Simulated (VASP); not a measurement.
# PrHRh3 (R3m) in VASP: vibrations by perturbation theory with PBE

Aim: the vibrations by perturbation theory of PrHRh3 with PBE.

All numbers are computed with VASP 6.6.1; they aren't measurements. Logs are shortened: lines on timing, memory, paths and dates and some standing lists are left out, and cuts for length are marked.

**1. The cell of the first run**

Symmetry: R3m, No. 160, trigonal system. Conventional cell: a = 5.907 Å, b = 5.907 Å, c = 7.245 Å, α = 90.00°, β = 90.00°, γ = 120.00°. Pr (site symmetry 3m) has 12 Rh at 2.95 to 2.97 Å and 7 H at 3.08 to 3.83 Å within 3.9 Å. H (site symmetry 3m) has 6 Rh at 1.87 to 2.41 Å within 2.5 Å. Within 2.5 Å of Rh (site symmetry m) lie 2 H at 1.87 to 2.41 Å.

**2. Vibrations by perturbation theory, PBE**

INCAR reads:

```
  PREC = Accurate
  ENCUT = 500
  EDIFF = 1E-8
  ISMEAR = 0
  SIGMA = 0.1
  LREAL = F
  LASPH = T
  NELM = 200
  ALGO = Normal
  ISIF = 2
  LWAVE = F
  LCHARG = F
  GGA = PE
  IBRION = 8
  NSW = 1
  GGA_COMPAT = F
  LMAXMIX = 6
```

KPOINTS reads:

```
Automatic mesh
0
Gamma
  6 6 6
```

POSCAR reads:

```
PrHRh3
1.0
    2.9532553122      1.7050627495      2.4150814333
   -2.9532553122      1.7050627495      2.4150814333
    0.0000000000     -3.4101254989      2.4150814333
Pr H Rh
1 1 3
Direct
    0.9948396817      0.9948396817      0.9948396817
    0.5696667534      0.5696667534      0.5696667534
    0.4931345394      0.0028903061      0.4931345394
    0.4931345394      0.4931345394      0.0028903061
    0.0028903061      0.4931345394      0.4931345394
```

Potentials or basis: VASP PAW PBE potentials, release 64 (Pr_3, H, Rh_pv), 4f in core.

Started as:

```console
$ cat potpaw_PBE.64/Pr_3/POTCAR potpaw_PBE.64/H/POTCAR potpaw_PBE.64/Rh_pv/POTCAR > POTCAR
$ mpirun -np 1 vasp_std > vasp.out
```

OUTCAR:

```text
PREC = Accurate
   ENCUT = 500
   EDIFF = 1E-8
   ISMEAR = 0
   LREAL = F
   LASPH = T
   NELM = 200
   ISIF = 2
   GGA = PE
   IBRION = 8
   NSW = 1

 ion  position               nearest neighbor table
   1  0.995  0.995  0.995-   3 2.95   5 2.95   4 2.95   3 2.95   5 2.95   5 2.95   3 2.95   4 2.95
                             4 2.95   5 2.97   3 2.97   4 2.97
   2  0.570  0.570  0.570-   4 1.87   3 1.87   5 1.87
   3  0.493  0.003  0.493-   2 1.87   4 2.90   5 2.90   1 2.95   1 2.95   1 2.95   4 2.96   4 2.96
                             5 2.96   5 2.96   1 2.97   4 3.01   5 3.01
   4  0.493  0.493  0.003-   2 1.87   3 2.90   5 2.90   1 2.95   1 2.95   1 2.95   3 2.96   5 2.96
                             5 2.96   3 2.96   1 2.97   5 3.01   3 3.01
   5  0.003  0.493  0.493-   2 1.87   4 2.90   3 2.90   1 2.95   1 2.95   1 2.95   4 2.96   4 2.96
                             3 2.96   3 2.96   1 2.97   4 3.01   3 3.01

  LATTYP: Found a trigonal (rhomboedric) cell.
 ALAT       =     4.1787048530
 COS(alpha) =     0.0010388737

  Lattice vectors:

 A1 = (   2.9532553122,   1.7050627495,   2.4150814333)
 A2 = (  -2.9532553122,   1.7050627495,   2.4150814333)
 A3 = (   0.0000000000,  -3.4101254989,   2.4150814333)

Analysis of symmetry for initial positions (statically):
=====================================================================
 Subroutine PRICEL returns:
 Original cell was already a primitive cell.

 Routine SETGRP: Setting up the symmetry group for a
 trigonal (rhombohedral) supercell.

 Subroutine GETGRP returns: Found  6 space group operations
 (whereof  6 operations were pure point group operations)
 out of a pool of 12 trial point group operations.

The static configuration has the point symmetry C_3v.

Analysis of symmetry for dynamics (positions and initial velocities):
=====================================================================
 Subroutine PRICEL returns:
 Original cell was already a primitive cell.

 Routine SETGRP: Setting up the symmetry group for a
 trigonal (rhombohedral) supercell.

 Subroutine GETGRP returns: Found  6 space group operations
 (whereof  6 operations were pure point group operations)
 out of a pool of 12 trial point group operations.

The dynamic configuration has the point symmetry C_3v.

 Subroutine INISYM returns: Found  6 space group operations
 (whereof  6 operations are pure point group operations),
 and found     1 'primitive' translations

----------------------------------------------------------------------------------------

                                     Primitive cell

  volume of cell :      72.9666

  direct lattice vectors                    reciprocal lattice vectors
     2.953255312  1.705062749  2.415081433     0.169304698  0.097748113  0.138021571
    -2.953255312  1.705062749  2.415081433    -0.169304698  0.097748113  0.138021571
[... 1042 lines left out ...]
  --------------------------------------------------------------------------------------
  -------------------------------------------------------------------------------------
  Total       -0.0037626     -0.0037626     -0.0067669      0.0000000     -0.0000000      0.0000000
  in kB       -0.0826181     -0.0826181     -0.1485844      0.0000000     -0.0000000      0.0000000
  external PRESSURE =      -0.1046068 kB  Pullay stress =       0.0000000 kB

 VOLUME and BASIS-vectors are now :
 -----------------------------------------------------------------------------
  energy-cutoff  :      500.00
  volume of cell :       72.97
      direct lattice vectors                 reciprocal lattice vectors
     2.953255312  1.705062749  2.415081433     0.169304698  0.097748113  0.138021571
    -2.953255312  1.705062749  2.415081433    -0.169304698  0.097748113  0.138021571
     0.000000000 -3.410125499  2.415081433     0.000000000 -0.195496226  0.138021571

 POSITION                                       TOTAL-FORCE (eV/Angst)
 -----------------------------------------------------------------------------------
      0.00000      0.00000      7.20786         0.000000      0.000000      0.007846
      0.00000      0.00000      4.12737         0.000000     -0.000000     -0.005276
      1.44782     -0.83590      2.38890        -0.000220      0.000127     -0.000857
      0.00000      1.67179      2.38890         0.000000     -0.000254     -0.000857
     -1.44782     -0.83590      2.38890         0.000220      0.000127     -0.000857
 -----------------------------------------------------------------------------------
    total drift:                                0.000000      0.000001      0.000072

  FREE ENERGIE OF THE ION-ELECTRON SYSTEM (eV)
  ---------------------------------------------------
  free  energy   TOTEN  =       -31.4909897568 eV

  energy  without entropy=      -31.4638003679  energy(sigma->0) =      -31.47739506

[... ionic steps 2 to 9 ...]

--------------------------------------- Ionic step       10  -------------------------------------------

------------------------ aborting loop because EDIFF is reached ----------------------------------------

[... ionic steps 11 to 11 ...]

--------------------------------------- Ionic step       12  -------------------------------------------

 Free energy of the ion-electron system (eV)
  ---------------------------------------------------
  ---------------------------------------------------
  free energy    TOTEN  =        -0.53061453 eV

  energy without entropy =       -0.53061069

------------------------ aborting loop because EDIFF is reached ----------------------------------------

 INTERNAL STRAIN TENSOR  FOR ION    3  DIRECTION 3   (eV/Angst):
 -----------------------------------------------------------------------------
    -1.01900  0.56939  0.43316
     0.56939 -0.36153 -0.25008
     0.71171 -0.41090 -0.75235

 INTERNAL STRAIN TENSOR FOR ION    5 for displacements in x,y,z  (eV/Angst):
          X           Y           Z          XY          YZ          ZX
  --------------------------------------------------------------------------------
  x    -1.07832    -0.99781    -1.03330    -0.58940    -0.73776    -0.82236
  y    -1.14940    -0.04926    -0.59657    -0.05265    -0.07424    -0.70523
  z    -1.01900    -0.36153    -0.75235    -0.56939    -0.41090    -0.43316

 SECOND DERIVATIVES (NOT SYMMETRIZED)
 ------------------------------------
               1X          1Y          1Z          2X          2Y          2Z          3X          3Y          3Z          4X          4Y          4Z          5X          5Y          5Z
  1X    -8.242717   -0.000000   -0.000000    0.232143    0.000000    0.000000    1.961140    1.228113    1.694897    4.088293    0.000000   -0.000000    1.961140   -1.228113   -1.694897
  1Y     0.000000   -8.242717   -0.000000    0.000000    0.232143    0.000000    1.228113    3.379242   -0.978549   -0.000000    1.252089    1.957098   -1.228113    3.379242   -0.978549
  1Z     0.000000   -0.000000   -8.567292    0.000000    0.000000    0.172916    1.794182   -1.035872    2.798125    0.000000    2.071743    2.798125   -1.794182   -1.035872    2.798125
  2X     0.232442    0.000000    0.000000   -1.877976    0.000000    0.000000    0.891283   -0.593698   -0.625462   -0.137032    0.000000    0.000000    0.891283    0.593698    0.625462
  2Y    -0.000000    0.232442    0.000000    0.000000   -1.877976   -0.000000   -0.593698    0.205739    0.361111   -0.000000    1.234055   -0.722221    0.593698    0.205739    0.361111
  2Z     0.000000    0.000000    0.176164    0.000000   -0.000000   -0.603781   -0.848992    0.490166    0.142539   -0.000000   -0.980332    0.142539    0.848992    0.490166    0.142539
  3X     1.961137    1.230115    1.795076    0.899981   -0.591881   -0.844767   -6.497623   -0.242007   -0.935014    1.470818   -0.476559   -0.053022    2.165686    0.080332    0.037727
  3Y     1.230115    3.381552   -1.036388   -0.591881    0.216536    0.487727   -0.242007   -6.777069    0.539830   -0.320850    1.936925   -0.074176   -0.075376    1.242056    0.083007
  3Z     1.692070   -0.976917    2.804815   -0.619976    0.357943    0.148519   -0.940296    0.542880   -6.470970   -0.095589   -0.013377    1.758818   -0.036210    0.089471    1.758818
  4X     4.091759    0.000000    0.000000   -0.125187    0.000000    0.000000    1.475110   -0.323328   -0.090750   -6.916791    0.000000    0.000000    1.475110    0.323328    0.090750
  4Y     0.000000    1.250930    2.072775    0.000000    1.241704   -0.975453   -0.479037    1.932633   -0.008831    0.000000   -6.357900   -1.079661    0.479037    1.932633   -0.008831
  4Z    -0.000000    1.953835    2.804815    0.000000   -0.715886    0.148519   -0.059379   -0.076094    1.758818    0.000000   -1.085760   -6.470970    0.059379   -0.076094    1.758818
  5X     1.961137   -1.230115   -1.795076    0.899981    0.591881    0.844767    2.165686   -0.080332   -0.037727    1.470818    0.476559    0.053022   -6.497623    0.242007    0.935014
  5Y    -1.230115    3.381552   -1.036388    0.591881    0.216536    0.487727    0.075376    1.242056    0.083007    0.320850    1.936925   -0.074176    0.242007   -6.777069    0.539830
  5Z    -1.692070   -0.976917    2.804815    0.619976    0.357943    0.148519    0.036210    0.089471    1.758818    0.095589   -0.013377    1.758818    0.940296    0.542880   -6.470970

 Eigenvectors and eigenvalues of the dynamical matrix
 ----------------------------------------------------

   1 f  =   21.518021 THz   135.201715 2PiTHz  717.763930 cm-1    88.991345 meV
             X         Y         Z           dx          dy          dz
      0.000000  0.000000  7.207857     0.010791    0.000000   -0.000000
      0.000000  0.000000  4.127375    -0.995533   -0.000006   -0.000000
      1.447816 -0.835897  2.388900     0.047191   -0.031936   -0.033442
      0.000000  1.671794  2.388900    -0.008124    0.000000   -0.000000
     -1.447816 -0.835897  2.388900     0.047192    0.031936    0.033442
[... 105 lines left out ...]
  15 f/i=    0.015899 THz     0.099899 2PiTHz    0.530350 cm-1     0.065755 meV
             X         Y         Z           dx          dy          dz
      0.000000  0.000000  7.207857     0.000000   -0.000000    0.558281
      0.000000  0.000000  4.127375     0.000000   -0.000000    0.049062
      1.447816 -0.835897  2.388900    -0.002502    0.001445    0.478153
      0.000000  1.671794  2.388900     0.000000   -0.002889    0.478153
     -1.447816 -0.835897  2.388900     0.002502    0.001445    0.478153

--------------------------------------------------------------------------------------------------------

 ELASTIC MODULI CONTR FROM IONIC RELAXATION (kBar)
 Direction    XX          YY          ZZ          XY          YZ          ZX
 --------------------------------------------------------------------------------
 XX        -319.0047   -228.1800   -189.3369     -0.0000    -31.5412     -0.0000
 YY        -228.1800   -319.0047   -189.3369     -0.0000     31.5412     -0.0000
 ZZ        -189.3369   -189.3369   -133.4270     -0.0000     -0.0000     -0.0000
 XY          -0.0000     -0.0000     -0.0000    -45.4141      0.0000    -30.7999
 YZ         -31.5412     31.5412     -0.0000      0.0000    -29.6058      0.0000
 ZX          -0.0000     -0.0000     -0.0000    -30.7999      0.0000    -26.6492
 --------------------------------------------------------------------------------
```

Wall time 20 min (1 thread of AMD EPYC 9R45 (Zen 5), shared host); peak memory 0.57 GiB.

What came out:

| Item | Value |
| --- | --- |
| Highest phonon frequency at Γ | 718 cm⁻¹ |

Phonon frequencies in cm⁻¹ (negative: imaginary):
```
              q point                                            frequencies
(0.000, 0.000, 0.000)  -1 0 0 83 103 103 144 153 153 167 172 172 422 718 718
```

Caveat: spin-orbit coupling is left out, which moves the levels of the heavy elements; the 4f electrons are frozen in the core, so they carry no moment and show no levels.
